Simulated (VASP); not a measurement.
Write the native input for VASP 6.6.1 that does the following.

* Task: single point
* Functional: LDA
* Potentials or basis: VASP PAW LDA potentials, release 64 (Sn_d, Ir)
* Cutoff: 520 eV
* k mesh: 10 × 10 × 10
* Occupations: fermi-dirac, width 0.05 eV
* Spin: no spin polarisation
* Dipole correction: no
* Further INCAR settings: ALGO = Normal; EDIFF = 1e-07; NBANDS = 26

The structure of Sn2Ir lies in POSCAR:

```
Sn2Ir
1.0
    0.0000000000      2.9553226938      2.9553226938
    2.9553226938      0.0000000000      2.9553226938
    2.9553226938      2.9553226938      0.0000000000
Sn Ir
2 1
Direct
    0.7500000000      0.7500000000      0.7500000000
    0.2500000000      0.2500000000      0.2500000000
    0.0000000000      0.0000000000      0.0000000000
```

This cell differs from its parent crystal: volume scaled by 0.8.

One way to write it, as run:

INCAR

```
SYSTEM = Sn2Ir
PREC     = Accurate       ! precision mode
ENCUT    = 520            ! plane-wave cutoff, eV
EDIFF    = 1E-7           ! SCF threshold, eV
ISMEAR   = -1             ! smearing method
SIGMA    = 0.05           ! smearing width, eV
LREAL    = .FALSE.        ! projectors in reciprocal space
LASPH    = .TRUE.         ! aspherical terms in the spheres
NELM     = 80             ! most SCF steps
ALGO     = Normal         ! electronic algorithm
ISIF     = 2              ! what is computed and relaxed
LWAVE    = .FALSE.        ! write WAVECAR
LCHARG   = .FALSE.        ! write CHGCAR
NBANDS   = 26             ! bands
```

KPOINTS

```
regular mesh
0
G
  10 10 10
  0 0 0
```

Potentials or basis: VASP PAW LDA potentials, release 64 (Sn_d, Ir).

Run with:

```sh
$ cat potpaw_LDA.64/Sn_d/POTCAR potpaw_LDA.64/Ir/POTCAR > POTCAR
$ mpirun -np 1 vasp_std > vasp.out
```

It gave:

- Pressure: 43.8 GPa

It took 100 s on 1 thread of AMD EPYC 7R43 64-Core Processor (Zen 3), with other jobs on the host, peak memory 0.15 GiB.
